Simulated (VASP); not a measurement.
Here is a VASP 6.6.1 calculation.

Contents of INCAR:

```
SYSTEM = Be
ALGO = Normal
EDIFF = 1E-6
ENCUT = 520
GGA = PE
ISIF = 2
ISMEAR = 1
LASPH = .True.
LCHARG = .False.
LREAL = .False.
LWAVE = .False.
NBANDS = 7
NELM = 80
PREC = Accurate
SIGMA = 0.05
```

The input KPOINTS:

```
k-points
0
Gamma
  11 11 11
  0 0 0
```

The input POSCAR:

```
Be
1.0
    2.0418037413      0.0000000000      0.0000000000
    0.0000000000      2.0418037413      0.0000000000
    0.0000000000      0.0000000000      2.0418037413
Be
1
Direct
    0.0000000000      0.0000000000      0.0000000000
```

Potentials or basis: VASP PAW PBE potentials, release 64 (Be).

Command:

```bash
$ cat potpaw_PBE.64/Be/POTCAR > POTCAR
$ mpirun -np 1 vasp_std > vasp.out
```

Q: Estimate the pressure.

A: 20.1 GPa.

Q: What does it give for the band gap on the k mesh?

A: Zero (band 1 reaches 11.36 eV, above the bottom of band 2 at 5.18 eV).
